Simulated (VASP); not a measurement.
# Be4TeSe3 (F-43m) in VASP: single point with PBE

Aim: the single point of Be4TeSe3 with PBE.

Everything below comes from runs of VASP 6.6.1. Logs are shortened: lines on timing, memory, paths and dates and some standing lists are left out, and cuts for length are marked.

### 1 The cell of the first run

The structure is cubic, space group F-43m (No. 216). Conventional cell: a = 9.291 Å, b = 9.291 Å, c = 9.291 Å, α = 90.00°, β = 90.00°, γ = 90.00°. Within 2.7 Å of Be (site symmetry 3m) lie 2 Se at 2.01 to 2.02 Å. Te (site symmetry -43m) has 12 Be at 3.85 Å and 14 Se at 4.02 to 4.65 Å within 5.1 Å. Within 2.7 Å of Se (site symmetry -43m) lie 4 Be at 2.01 Å. Se (site symmetry -43m) has 4 Be at 2.02 Å within 2.7 Å. Within 5.1 Å of Se (site symmetry -43m) lie 12 Be at 3.85 Å and 4 Te at 4.02 Å and 10 Se at 4.02 to 4.65 Å.

### 2 Single point, PBE

The input, INCAR:

```
SYSTEM = Be4TeSe3
PREC = Accurate
ENCUT = 600
EDIFF = 1E-6
ISMEAR = 0
SIGMA = 0.15
LREAL = .False.
LASPH = .True.
NELM = 120
ALGO = Normal
ISIF = 2
LWAVE = .False.
LCHARG = .True.
GGA = PE
LELF = .True.
LVHAR = .True.
NBANDS = 26
GGA_COMPAT = .False.
```

The input, KPOINTS:

```
regular mesh
0
Gamma
  3 3 3
  0 0 0
```

The input, POSCAR:

```
Be4TeSe3
1.0
    0.0000000000      4.6454569822      4.6454569822
    4.6454569822      0.0000000000      4.6454569822
    4.6454569822      4.6454569822      0.0000000000
Be Te Se
4 1 3
Direct
    0.6247782319      0.6247782319      0.6247782319
    0.6247782319      0.6247782319      0.1256653043
    0.6247782319      0.1256653043      0.6247782319
    0.1256653043      0.6247782319      0.6247782319
    0.0000000000      0.0000000000      0.0000000000
    0.5000000000      0.5000000000      0.5000000000
    0.7500000000      0.7500000000      0.7500000000
    0.2500000000      0.2500000000      0.2500000000
```

Potentials or basis: VASP PAW PBE potentials, release 64 (Be, Te, Se).

Launch:

```bash
$ cat potpaw_PBE.64/Be/POTCAR potpaw_PBE.64/Te/POTCAR potpaw_PBE.64/Se/POTCAR > POTCAR
$ mpirun -np 1 vasp_std > vasp.out
```

OUTCAR:

```text
SYSTEM = Be4TeSe3
   PREC = Accurate
   ENCUT = 600
   EDIFF = 1E-6
   ISMEAR = 0
   LREAL = .False.
   LASPH = .True.
   NELM = 120
   ISIF = 2
   GGA = PE

 ion  position               nearest neighbor table
   1  0.625  0.625  0.625-   6 2.01   7 2.02
   2  0.625  0.625  0.126-   6 2.01   7 2.02
   3  0.625  0.126  0.625-   6 2.01   7 2.02
   4  0.126  0.625  0.625-   6 2.01   7 2.02
   5  0.000  0.000  0.000-
   6  0.500  0.500  0.500-   2 2.01   3 2.01   4 2.01   1 2.01
   7  0.750  0.750  0.750-   1 2.02   3 2.02   4 2.02   2 2.02
   8  0.250  0.250  0.250-

  LATTYP: Found a face centered cubic cell.
 ALAT       =     9.2909139644

  Lattice vectors:

 A1 = (   0.0000000000,   4.6454569822,   4.6454569822)
 A2 = (   4.6454569822,   0.0000000000,   4.6454569822)
 A3 = (   4.6454569822,   4.6454569822,   0.0000000000)

Analysis of symmetry for initial positions (statically):
=====================================================================
 Subroutine PRICEL returns:
 Original cell was already a primitive cell.

 Routine SETGRP: Setting up the symmetry group for a
 face centered cubic supercell.

 Subroutine GETGRP returns: Found 24 space group operations
 (whereof 24 operations were pure point group operations)
 out of a pool of 48 trial point group operations.

The static configuration has the point symmetry T_d .

Analysis of symmetry for dynamics (positions and initial velocities):
=====================================================================
 Subroutine PRICEL returns:
 Original cell was already a primitive cell.

 Routine SETGRP: Setting up the symmetry group for a
 face centered cubic supercell.

 Subroutine GETGRP returns: Found 24 space group operations
 (whereof 24 operations were pure point group operations)
 out of a pool of 48 trial point group operations.

The dynamic configuration has the point symmetry T_d .

 Subroutine INISYM returns: Found 24 space group operations
 (whereof 24 operations are pure point group operations),
 and found     1 'primitive' translations

----------------------------------------------------------------------------------------

                                     Primitive cell

  volume of cell :     200.5004

  direct lattice vectors                    reciprocal lattice vectors
     0.000000000  4.645456982  4.645456982    -0.107632037  0.107632037  0.107632037
     4.645456982  0.000000000  4.645456982     0.107632037 -0.107632037  0.107632037
     4.645456982  4.645456982  0.000000000     0.107632037  0.107632037 -0.107632037

  length of vectors
     6.569668268  6.569668268  6.569668268     0.186424157  0.186424157  0.186424157

  position of ions in fractional coordinates (direct lattice)
     0.624778232  0.624778232  0.624778232
     0.624778232  0.624778232  0.125665304
     0.624778232  0.125665304  0.624778232
     0.125665304  0.624778232  0.624778232
     0.000000000  0.000000000  0.000000000
     0.500000000  0.500000000  0.500000000
     0.750000000  0.750000000  0.750000000
     0.250000000  0.250000000  0.250000000

  ion indices of the primitive-cell ions
   primitive index   ion index
                 1           1
                 2           2
                 3           3
                 4           4
                 5           5
                 6           6
                 7           7
                 8           8

----------------------------------------------------------------------------------------

 KPOINTS: regular mesh

Automatic generation of k-mesh.
 Grid dimensions read from file:
 generate k-points for:    3    3    3

 Generating k-lattice:

  Cartesian coordinates                     Fractional coordinates (reciprocal lattice)
    -0.035877346  0.035877346  0.035877346     0.333333333  0.000000000  0.000000000
     0.035877346 -0.035877346  0.035877346     0.000000000  0.333333333  0.000000000
     0.035877346  0.035877346 -0.035877346     0.000000000  0.000000000  0.333333333

  Length of vectors
     0.062141386  0.062141386  0.062141386

  Shift w.r.t. Gamma in fractional coordinates (k-lattice)
     0.000000000  0.000000000  0.000000000

 Subroutine IBZKPT returns following result:
 ===========================================

 Found      4 irreducible k-points:

 Following reciprocal coordinates:
            Coordinates               Weight
  0.000000  0.000000  0.000000      1.000000
  0.333333  0.000000  0.000000      8.000000
  0.333333  0.333333  0.000000      6.000000
 -0.333333  0.333333  0.000000     12.000000
   k-points           NKPTS =      4   k-points in BZ     NKDIM =      4   number of bands    NBANDS=     26
   number of dos      NEDOS =    301   number of ions     NIONS =      8
   total plane-waves  NPLWV = 157464
   dimension x,y,z NGX =    54 NGY =   54 NGZ =   54
   dimension x,y,z NGXF=   108 NGYF=  108 NGZF=  108
   ions per type =               4   1   3
   NGX,Y,Z   is equivalent  to a cutoff of  13.66, 13.66, 13.66 a.u.
   NGXF,Y,Z  is equivalent  to a cutoff of  27.33, 27.33, 27.33 a.u.
 SYSTEM =  Be4TeSe3
   PREC   = accura    normal or accurate (medium, high low for compatibility)
   ISTART =      0    job   : 0-new  1-cont  2-samecut
   ICHARG =      2    charge: 1-file 2-atom 10-const
   ISPIN  =      1    spin polarized calculation?
   LNONCOLLINEAR =      F non collinear calculations
   LSORBIT =      F    spin-orbit coupling
   LASPH  =      T    aspherical Exc in radial PAW
   ENCUT  =  600.0 eV  44.10 Ry    6.64 a.u.  13.12 13.12 13.12*2*pi/ulx,y,z
   NELM   =    120;   NELMIN=  2; NELMDL= -5     # of ELM steps
   EDIFF  = 0.1E-05   stopping-criterion for ELM
   LREAL  =      F    real-space projection
   EDIFFG = 0.1E-04   stopping-criterion for IOM
   NSW    =      0    number of steps for IOM
   IBRION =     -1    ionic relax: 0-MD 1-quasi-New 2-CG
   NFREE  =      0    steps in history (QN), initial steepest desc. (CG)
   ISIF   =      2    stress and relaxation
   ISYM   =      2    0-nonsym 1-usesym 2-fastsym
   POTIM  = 0.5000    time-step for ionic-motion
   TEBEG  =    0.0;   TEEND  =   0.0 temperature during run
   PSTRESS=    0.0 pullay stress
   NELECT =      32.0000    total number of electrons
   NUPDOWN=      -1.0000    fix difference up-down
   EMIN   =  10.00;   EMAX   =-10.00  energy-range for DOS
   EFERMI =   0.00;   METHOD = LEGACY
   ISMEAR =     0;   SIGMA  =   0.15  broadening in eV -4-tet -1-fermi 0-gaus
   EFERMI_NEDOS =   21; number of points for ismear=-14 and -15
   IALGO  =     38    algorithm
   IMIX   =      4    mixing-type and parameters
     AMIX     =   0.40;   BMIX     =  1.00
     AMIX_MAG =   1.60;   BMIX_MAG =  1.00
  volume/ion in A,a.u.               =      25.06       169.13
  Fermi-wavevector in a.u.,A,eV,Ry     =   0.888014  1.678103 10.729126  0.788569
  Thomas-Fermi vector in A             =   2.009388
   LORBIT       =      0    0 simple, 1 ext, 2 COOP (PROOUT), +10 PAW based schemes
   GGA     = PE    functional components
   LHFCALC =     F    Hartree Fock is set to
   AEXX    =    0.0000 exact exchange contribution
   IVDW    =     0    specifies the selected vdW correction
   LEPSILON=     F    determine dielectric tensor
   LRPA    =     F    only Hartree local field effects (RPA)
 non-spin polarized calculation
 Gauss-broadening in eV      SIGMA  =   0.15
  energy-cutoff  :      600.00
  volume of cell :      200.50
 maximum number of plane-waves:      6735
 NGX is ok and might be reduce to    54
   NGX = 27   NGY = 27   NGZ = 27

 number of electron      32.0000002 magnetization

 Free energy of the ion-electron system (eV)
  ---------------------------------------------------
  ext. energy  EPLUGINS =         0.00000000
  ---------------------------------------------------
  free energy    TOTEN  =       -22.79257007 eV

  energy without entropy =      -22.76206623  energy(sigma->0) =      -22.77731815

 E-fermi :   2.6690     XC(G=0):  -8.2182

 val. band max:        2.5338401904   @ k =  -0.3333   0.3333   0.0000
 cond. band min:       2.9252586113   @ k =   0.3333   0.3333   0.0000
 fundamental gap:      0.3914184209
 Fermi energy:         2.6689965206

 k-point     1 :       0.0000    0.0000    0.0000
  band No.  band energies     occupation
      1     -13.5847      2.00000
      2     -13.4709      2.00000
      3      -8.3841      2.00000
      4      -6.8688      2.00000
      5      -4.1599      2.00000
      6      -4.1599      2.00000
[... 18 lines left out ...]
     25       6.6807      0.00000
     26       6.7336      0.00000

 k-point     2 :       0.3333    0.0000    0.0000
  band No.  band energies     occupation
      1     -13.5672      2.00000
      2     -13.4804      2.00000
      3      -8.3842      2.00000
      4      -6.9566      2.00000
      5      -4.3547      2.00000
      6      -4.3191      2.00000
[... 18 lines left out ...]
     25       6.5021      0.00000
     26       6.7398      0.00000

 k-point     3 :       0.3333    0.3333    0.0000
  band No.  band energies     occupation
      1     -13.5611      2.00000
      2     -13.4841      2.00000
      3      -8.3759      2.00000
      4      -6.9789      2.00000
      5      -4.5026      2.00000
      6      -4.5026      2.00000
[... 18 lines left out ...]
     25       5.6242      0.00000
     26       5.6242      0.00000

 k-point     4 :      -0.3333    0.3333    0.0000
  band No.  band energies     occupation
      1     -13.5539      2.00000
      2     -13.4886      2.00000
      3      -8.3740      2.00000
      4      -7.0177      2.00000
      5      -4.4587      2.00000
      6      -4.4424      2.00000
[... 18 lines left out ...]
     25       6.0027      0.00000
     26       6.5337      0.00000

------------------------ aborting loop because EDIFF is reached ----------------------------------------

  FORCE on cell =-STRESS in cart. coord.  units (eV):
  Direction    XX          YY          ZZ          XY          YZ          ZX
  --------------------------------------------------------------------------------------
  -------------------------------------------------------------------------------------
  Total        0.9661850      0.9661850      0.9661850     -0.0000000      0.0000000     -0.0000000
  in kB        7.7206800      7.7206800      7.7206800     -0.0000000      0.0000000     -0.0000000
  external PRESSURE =       7.7206800 kB  Pullay stress =       0.0000000 kB

 VOLUME and BASIS-vectors are now :
 -----------------------------------------------------------------------------
  energy-cutoff  :      600.00
  volume of cell :      200.50
      direct lattice vectors                 reciprocal lattice vectors
     0.000000000  4.645456982  4.645456982    -0.107632037  0.107632037  0.107632037
     4.645456982  0.000000000  4.645456982     0.107632037 -0.107632037  0.107632037
     4.645456982  4.645456982  0.000000000     0.107632037  0.107632037 -0.107632037

 POSITION                                       TOTAL-FORCE (eV/Angst)
 -----------------------------------------------------------------------------------
      5.80476      5.80476      5.80476         0.059291      0.059291      0.059291
      3.48615      3.48615      5.80476        -0.059291     -0.059291      0.059291
      3.48615      5.80476      3.48615        -0.059291      0.059291     -0.059291
      5.80476      3.48615      3.48615         0.059291     -0.059291     -0.059291
      0.00000      0.00000      0.00000         0.000000      0.000000      0.000000
      4.64546      4.64546      4.64546         0.000000      0.000000      0.000000
      6.96819      6.96819      6.96819         0.000000      0.000000      0.000000
      2.32273      2.32273      2.32273         0.000000      0.000000      0.000000
 -----------------------------------------------------------------------------------
    total drift:                                0.000000      0.000000      0.000000

  FREE ENERGIE OF THE ION-ELECTRON SYSTEM (eV)
  ---------------------------------------------------
  free  energy   TOTEN  =       -22.7925700686 eV

  energy  without entropy=      -22.7620662273  energy(sigma->0) =      -22.77731815
```

Wall time 56 s (1 thread of AMD EPYC 7R43 (Zen 3), shared host); peak memory 0.35 GiB.

What came out:

```yaml
Free_energy: -22.7926 eV
Pressure: 0.8 GPa
Largest_force: 0.103 eV/Å
Band_gap_on_the_k_mesh: zero (band 16 reaches 2.53 eV, above the bottom of band 17 at 2.28 eV)
```

Forces in eV/Å, atoms in the order of the input:
```
Be   0.059  0.059  0.059
Be  -0.059 -0.059  0.059
Be  -0.059  0.059 -0.059
Be   0.059 -0.059 -0.059
Te   0.000  0.000  0.000
Se   0.000  0.000  0.000
Se   0.000  0.000  0.000
Se   0.000  0.000  0.000
```

Levels at points of the mesh, in eV from the Fermi level:
```
           k point  band 13  band 14  band 15  band 16  band 17  band 18  band 19  band 20
(0.00, 0.00, 0.00)    -1.43    -0.87    -0.87    -0.87    -0.39    -0.39     0.46     2.53
```

Caveat: the k points lie up to 0.39 Å⁻¹ apart; spin-orbit coupling is left out, which moves the levels of the heavy elements.
